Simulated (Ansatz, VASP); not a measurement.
Two plane-wave programs on TiPdBr3

```
Ti Pd Br
1.0
     5.22410    0.00000    0.00000
     0.00000    5.22410    0.00000
     0.00000    0.00000    5.46307
Ti Pd Br
1 1 3
Direct
  0.00000 0.00000 0.26134
  0.50000 0.50000 0.43297
  0.50000 0.50000 0.93094
  0.00000 0.50000 0.41738
  0.50000 0.00000 0.41738
```

Alike in both runs: functional PBE; k mesh 4 × 4 × 4; occupations gaussian, width 0.1 eV; collinear spin.

Ansatz relaxed the structure, and its values are those at the end. VASP's run is a single point on that final structure, the one shown.

```csv
,VASP,Ansatz
version,VASP 6.6.1,Ansatz 0.2.0
potentials or method,"VASP PAW PBE potentials, release 64 (Ti_sv, Pd, Br), cutoff 520 eV","scalar-relativistic, plane waves, PAW"
valence electrons in the cell,43,51
```

|  | VASP | Ansatz | Ansatz less VASP |
| --- | --- | --- | --- |
| gap on the k mesh at the Fermi level (eV) | none | none | - |
| pressure (GPa) | 0.1 | 0.1 | 0.00 |
| rms of the force components (eV/Å) | 0.007 | 0.006 | -0.0011 |
| net moment per atom (μB) | 0.42 | 0.42 | 0.000 |
| size of the moment on the site where the two differ most (μB) | 1.74 | 1.73 | -0.015 |

Site moments also hang on the region over which each program counts them. A gap of «none» marks a metal or a gap that the smearing closes. VASP's potentials hold 43 valence electrons a cell and Ansatz's 51, so a difference there can come from the potentials and not from the codes.
